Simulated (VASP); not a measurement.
# In7MoAs8 (P1) in VASP: single point with PBEsol

Aim: the single point of In7MoAs8 with PBEsol.

All numbers are computed with VASP 6.6.1; they aren't measurements. Logs are shortened: lines on timing, memory, paths and dates and some standing lists are left out, and cuts for length are marked.

## Step 1: The cell of the first run

The typed cell holds 16 atoms: a = 8.567 Å, b = 8.567 Å, c = 8.567 Å, α = 60.00°, β = 60.00°, γ = 60.00°.

## Step 2: Single point, PBEsol

INCAR reads:

```
SYSTEM = In7MoAs8
ALGO = Normal
EDIFF = 1E-6
ENCUT = 500
GGA = PS
GGA_COMPAT = .FALSE.
ISIF = 2
ISMEAR = 0
LASPH = .TRUE.
LCHARG = .FALSE.
LREAL = .FALSE.
LWAVE = .FALSE.
NBANDS = 86
NELM = 120
PREC = Accurate
SIGMA = 0.05
```

KPOINTS reads:

```
k-points
0
G
  3 3 3
  0 0 0
```

POSCAR reads:

```
In7MoAs8
1.0
    0.0000000000      6.0580000000      6.0580000000
    6.0580000000      0.0000000000      6.0580000000
    6.0580000000      6.0580000000      0.0000000000
Mo In As
1 7 8
Direct
    0.9996520711      0.9995737530      0.9994972420
    0.0000220912      0.9995557876      0.4995573686
    0.9997145000      0.4999287414      0.9996467551
    0.9998689700      0.4996955062      0.4997281776
    0.4996122056      0.9998126667      0.9992622033
    0.5001966505      0.9995113135      0.4993372639
    0.5004313956      0.5000165266      0.9989813362
    0.4998138715      0.4995941519      0.4993002140
    0.1194580575      0.1197448357      0.1193788150
    0.1200261062      0.1195700915      0.6396489586
    0.1201459719      0.6397700241      0.1195163477
    0.1251510753      0.6245140360      0.6246223380
    0.6399925630      0.1197831437      0.1191309812
    0.6249165954      0.1249180814      0.6241923701
    0.6247779861      0.6248265557      0.1247022704
    0.6248932624      0.6245019527      0.6240482953
```

Potentials or basis: VASP PAW PBE potentials, release 64 (Mo_sv, In_d, As).

Command:

```bash
$ cat potpaw_PBE.64/Mo_sv/POTCAR potpaw_PBE.64/In_d/POTCAR potpaw_PBE.64/As/POTCAR > POTCAR
$ mpirun -np 1 vasp_std > vasp.out
```

OUTCAR:

```text
SYSTEM = In7MoAs8
   EDIFF = 1E-6
   ENCUT = 500
   GGA = PS
   ISIF = 2
   ISMEAR = 0
   LASPH = .TRUE.
   LREAL = .FALSE.
   NELM = 120
   PREC = Accurate

 ion  position               nearest neighbor table
   1  1.000  1.000  0.999-  13 2.52  11 2.52  10 2.52   9 2.52
   2  0.000  1.000  0.500-  12 2.62  14 2.62  10 2.66   9 2.66
   3  1.000  0.500  1.000-  15 2.62  12 2.62  11 2.66   9 2.66
   4  1.000  0.500  0.500-  16 2.62  12 2.62  10 2.66  11 2.66
   5  0.500  1.000  0.999-  15 2.62  14 2.62   9 2.66  13 2.66
   6  0.500  1.000  0.499-  14 2.62  16 2.62  10 2.66  13 2.66
[... 8 lines left out ...]
  15  0.625  0.625  0.125-   8 2.62   7 2.62   3 2.62   5 2.62
  16  0.625  0.625  0.624-   8 2.62   7 2.62   4 2.62   6 2.62

  LATTYP: Found a face centered cubic cell.
 ALAT       =    12.1160000000

  Lattice vectors:

 A1 = (   0.0000000000,   6.0580000000,   6.0580000000)
 A2 = (   6.0580000000,   0.0000000000,   6.0580000000)
 A3 = (   6.0580000000,   6.0580000000,   0.0000000000)

Analysis of symmetry for initial positions (statically):
=====================================================================
 Subroutine PRICEL returns:
 Original cell was already a primitive cell.

 Routine SETGRP: Setting up the symmetry group for a
 face centered cubic supercell.

 Subroutine GETGRP returns: Found  1 space group operations
 (whereof  1 operations were pure point group operations)
 out of a pool of 48 trial point group operations.

The static configuration has the point symmetry C_1 .

Analysis of symmetry for dynamics (positions and initial velocities):
=====================================================================
 Subroutine PRICEL returns:
 Original cell was already a primitive cell.

 Routine SETGRP: Setting up the symmetry group for a
 face centered cubic supercell.

 Subroutine GETGRP returns: Found  1 space group operations
 (whereof  1 operations were pure point group operations)
 out of a pool of 48 trial point group operations.

The dynamic configuration has the point symmetry C_1 .

 Subroutine INISYM returns: Found  1 space group operations
 (whereof  1 operations are pure point group operations),
 and found     1 'primitive' translations

----------------------------------------------------------------------------------------

                                     Primitive cell

  volume of cell :     444.6495

[... 110 lines left out ...]
   NFREE  =      0    steps in history (QN), initial steepest desc. (CG)
   ISIF   =      2    stress and relaxation
   ISYM   =      2    0-nonsym 1-usesym 2-fastsym
   POTIM  = 0.5000    time-step for ionic-motion
   TEBEG  =    0.0;   TEEND  =   0.0 temperature during run
   PSTRESS=    0.0 pullay stress
   NELECT =     145.0000    total number of electrons
   NUPDOWN=      -1.0000    fix difference up-down
   EMIN   =  10.00;   EMAX   =-10.00  energy-range for DOS
   EFERMI =   0.00;   METHOD = LEGACY
   ISMEAR =     0;   SIGMA  =   0.05  broadening in eV -4-tet -1-fermi 0-gaus
   EFERMI_NEDOS =   21; number of points for ismear=-14 and -15
   IALGO  =     38    algorithm
   IMIX   =      4    mixing-type and parameters
     AMIX     =   0.40;   BMIX     =  1.00
     AMIX_MAG =   1.60;   BMIX_MAG =  1.00
  volume/ion in A,a.u.               =      27.79       187.54
  Fermi-wavevector in a.u.,A,eV,Ry     =   1.126830  2.129399 17.275928  1.269745
  Thomas-Fermi vector in A             =   2.263513
   LORBIT       =      0    0 simple, 1 ext, 2 COOP (PROOUT), +10 PAW based schemes
   GGA     = PS    functional components
   LHFCALC =     F    Hartree Fock is set to
   AEXX    =    0.0000 exact exchange contribution
   IVDW    =     0    specifies the selected vdW correction
   LEPSILON=     F    determine dielectric tensor
   LRPA    =     F    only Hartree local field effects (RPA)
 non-spin polarized calculation
 Gauss-broadening in eV      SIGMA  =   0.05
  energy-cutoff  :      500.00
  volume of cell :      444.65
 maximum number of plane-waves:     11286
 NGX is ok and might be reduce to    64
   NGX = 31   NGY = 31   NGZ = 31

 number of electron     144.9999938 magnetization

 Free energy of the ion-electron system (eV)
  ---------------------------------------------------
  ext. energy  EPLUGINS =         0.00000000
  ---------------------------------------------------
  free energy    TOTEN  =       -73.92029765 eV

  energy without entropy =      -73.90736366  energy(sigma->0) =      -73.91383066

 E-fermi :   4.6165     XC(G=0):  -9.2872

 val. band max:        4.4583632364   @ k =   0.3333   0.3333   0.3333
 cond. band min:       4.6419875190   @ k =   0.0000  -0.3333   0.3333
 fundamental gap:      0.1836242825
 Fermi energy:         4.6165161989

 k-point     1 :       0.0000    0.0000    0.0000
  band No.  band energies     occupation
      1     -56.2943      2.00000
      2     -30.4356      2.00000
      3     -30.4349      2.00000
      4     -30.4340      2.00000
      5     -10.2302      2.00000
      6     -10.2296      2.00000
[... 1207 lines left out ...]
     83       7.6769      0.00000
     84       7.7582      0.00000
 [bands above 84 left out]

------------------------ aborting loop because EDIFF is reached ----------------------------------------

  FORCE on cell =-STRESS in cart. coord.  units (eV):
  Direction    XX          YY          ZZ          XY          YZ          ZX
  --------------------------------------------------------------------------------------
  -------------------------------------------------------------------------------------
  Total       -2.0066931     -2.0082392     -2.0021329      0.0011483      0.0057721      0.0003077
  in kB       -7.2305900     -7.2361609     -7.2141585      0.0041377      0.0207983      0.0011087
  external PRESSURE =      -7.2269698 kB  Pullay stress =       0.0000000 kB

 VOLUME and BASIS-vectors are now :
 -----------------------------------------------------------------------------
  energy-cutoff  :      500.00
  volume of cell :      444.65
      direct lattice vectors                 reciprocal lattice vectors
     0.000000000  6.058000000  6.058000000    -0.082535490  0.082535490  0.082535490
     6.058000000  0.000000000  6.058000000     0.082535490 -0.082535490  0.082535490
     6.058000000  6.058000000  0.000000000     0.082535490  0.082535490 -0.082535490

 POSITION                                       TOTAL-FORCE (eV/Angst)
 -----------------------------------------------------------------------------------
     12.11037     12.11085     12.11131        -0.000950      0.008317      0.014719
      9.08163      3.02645      6.05544        -0.000189     -0.003278     -0.078873
      9.08443     12.11213      9.08484        -0.003799     -0.072817      0.002449
      6.05451      9.08456      9.08436         0.074576     -0.001532      0.002784
     12.11040      9.08018      9.08352        -0.075270     -0.002531      0.004411
      9.08002      6.05518      9.08523        -0.000341      0.075356      0.001261
[... 8 lines left out ...]
      4.54065      4.54035      7.57010         0.006084      0.005052     -0.005231
      7.56372      7.56609      7.56884        -0.004494     -0.006705     -0.004858
 -----------------------------------------------------------------------------------
    total drift:                               -0.002544     -0.001926     -0.001029

  FREE ENERGIE OF THE ION-ELECTRON SYSTEM (eV)
  ---------------------------------------------------
  free  energy   TOTEN  =       -73.9202976491 eV

  energy  without entropy=      -73.9073636639  energy(sigma->0) =      -73.91383066
```

OSZICAR:

```text
N       E                     dE             d eps       ncg     rms          rms(c)
DAV:   1     0.158314199766E+04    0.15831E+04   -0.60681E+04  2408   0.179E+03
DAV:   2     0.180470827427E+03   -0.14027E+04   -0.13686E+04  2408   0.502E+02
DAV:   3    -0.564320204858E+02   -0.23690E+03   -0.22564E+03  2738   0.214E+02
DAV:   4    -0.760779646959E+02   -0.19646E+02   -0.19103E+02  2936   0.573E+01
DAV:   5    -0.769015591240E+02   -0.82359E+00   -0.81574E+00  3096   0.113E+01    0.173E+01
DAV:   6    -0.752768804735E+02    0.16247E+01   -0.13768E+01  2972   0.174E+01    0.916E+00
DAV:   7    -0.743017723300E+02    0.97511E+00   -0.72901E+00  3300   0.913E+00    0.611E+00
DAV:   8    -0.739374939495E+02    0.36428E+00   -0.12180E+00  2776   0.380E+00    0.244E+00
DAV:   9    -0.739218228808E+02    0.15671E-01   -0.31410E-01  3078   0.170E+00    0.115E+00
DAV:  10    -0.739196252961E+02    0.21976E-02   -0.26020E-02  3200   0.987E-01    0.616E-01
DAV:  11    -0.739204743612E+02   -0.84907E-03   -0.64255E-03  3316   0.441E-01    0.156E-01
DAV:  12    -0.739202600890E+02    0.21427E-03   -0.10651E-03  3120   0.200E-01    0.654E-02
DAV:  13    -0.739202910514E+02   -0.30962E-04   -0.24951E-04  3182   0.701E-02    0.142E-02
DAV:  14    -0.739202971166E+02   -0.60652E-05   -0.14064E-05  3400   0.198E-02    0.147E-02
DAV:  15    -0.739202976491E+02   -0.53243E-06   -0.19546E-06  2062   0.774E-03
   1 F= -.73920298E+02 E0= -.73913831E+02  d E =-.129340E-01
```

stdout:

```text
POSCAR found type information on POSCAR MoInAs
 POSCAR found :  3 types and      16 ions
 scaLAPACK will be used
 -----------------------------------------------------------------------------
|                                                                             |
|                                                                             |
|     You enforced a specific xc type in the INCAR file but a different       |
|     I HOPE YOU KNOW WHAT YOU ARE DOING!                                     |
|                                                                             |
 -----------------------------------------------------------------------------

 LDA part: xc-table for (Slater+PW92), standard interpolation
 POSCAR, INCAR and KPOINTS ok, starting setup
 FFT: planning ... GRIDC
 FFT: planning ... GRID_SOFT
 FFT: planning ... GRID
 WAVECAR not read
 entering main loop
```

Wall time 23 min (1 thread of Intel Xeon 8259CL, shared host); peak memory 0.8 GiB.

What came out:

| Property | Result |
| --- | --- |
| Free energy | -73.9203 eV |
| Pressure | -0.7 GPa |
| Largest force | 0.712 eV/Å |

Forces in eV/Å, atoms in the order of the input:
```
Mo  -0.001  0.008  0.015
In   0.000 -0.003 -0.079
In  -0.004 -0.073  0.002
In   0.075 -0.002  0.003
In  -0.075 -0.003  0.004
In   0.000  0.075  0.001
In  -0.001 -0.003  0.068
In   0.003  0.004 -0.003
As  -0.411 -0.409 -0.412
As   0.410  0.410 -0.414
As   0.409 -0.411  0.407
As  -0.006  0.004  0.008
As  -0.406  0.407  0.404
As   0.007 -0.003  0.006
As   0.006  0.005 -0.005
As  -0.004 -0.007 -0.005
```

Levels at points of the mesh, in eV from the Fermi level:
```tsv
k point	band 68	band 69	band 70	band 71	band 72	band 73	band 74	band 75	band 76	band 77
(0.00, 0.00, 0.00)	-1.36	-0.71	-0.71	-0.71	-0.45	-0.27	-0.27	0.57	0.57	0.57
```

Caveat: the PAW data sets were made with another functional, which shifts forces and pressure a little; spin-orbit coupling is left out, which moves the levels of the heavy elements.
